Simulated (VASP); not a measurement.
A run of VASP 6.6.1:

The input INCAR:

```
ALGO = Normal
EDIFF = 1E-7
EDIFFG = -0.05
ENCUT = 840
GGA = PE
GGA_COMPAT = False
IBRION = 2
ISIF = 3
ISMEAR = 0
LASPH = True
LCHARG = False
LREAL = False
LWAVE = False
NELM = 120
NELMIN = 4
NSW = 100
PREC = Accurate
SIGMA = 0.1
```

KPOINTS

```
k-points
0
Gamma
  8 8 8
```

Contents of POSCAR:

```
MgO
1.0
    2.5837245600      0.0000000000      0.0000000000
    0.0000000000      2.5837245600      0.0000000000
    0.0000000000      0.0000000000      2.5837245600
Mg O
1 1
Direct
    0.0000000000      0.0000000000      0.0000000000
    0.5000000000      0.5000000000      0.5000000000
```

Potentials or basis: VASP PAW PBE potentials, release 64 (Mg_sv, O).

Command:

```console
$ cat potpaw_PBE.64/Mg_sv/POTCAR potpaw_PBE.64/O/POTCAR > POTCAR
$ mpirun -np 1 vasp_std > vasp.out
```

Hardware: 1 thread of Intel(R) Xeon(R) Platinum 8488C (Sapphire Rapids), with other jobs on the host.

Q: Estimate the wall time of this run.

A: It took 20 s on 1 thread of Intel(R) Xeon(R) Platinum 8488C (Sapphire Rapids), on a shared host, peak memory 0.14 GiB. Counts: scf iterations 32, k points 35, ion steps 3.
